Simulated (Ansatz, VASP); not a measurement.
One calculation of Si2W, two programs

```
CELL_PARAMETERS angstrom
0.00000 2.92888 2.92888
2.92888 0.00000 2.92888
2.92888 2.92888 0.00000
ATOMIC_POSITIONS crystal
Si 0.25000 0.25000 0.25000
Si 0.75000 0.75000 0.75000
W 0.50000 0.50000 0.50000
```

Alike in both runs: task relaxation of cell and atoms; functional PBE; k mesh 6 × 6 × 6; occupations gaussian, width 0.1 eV; no spin polarisation.

|  | VASP | Ansatz |
| --- | --- | --- |
| version | VASP 6.6.1 | Ansatz 0.2.0 |
| potentials or method | VASP PAW PBE potentials, release 64 (Si, W_sv), cutoff 500 eV | scalar-relativistic, plane waves, PAW |
| valence electrons in the cell | 22 | 22 |

VASP gave:

- gap on the k mesh at the Fermi level, each at its own relaxed structure (eV): none
- relaxed volume (Å³/atom): 17.10
- relaxed cell length with the largest relative difference (Å): 4.171

Task: What did Ansatz give for the same quantities?

Result: gap on the k mesh at the Fermi level, each at its own relaxed structure (eV): none; relaxed volume (Å³/atom): 17.10; relaxed cell length with the largest relative difference (Å): 4.170.

A gap of «none» marks a metal or a gap that the smearing closes.

Neither program's run includes spin-orbit coupling.
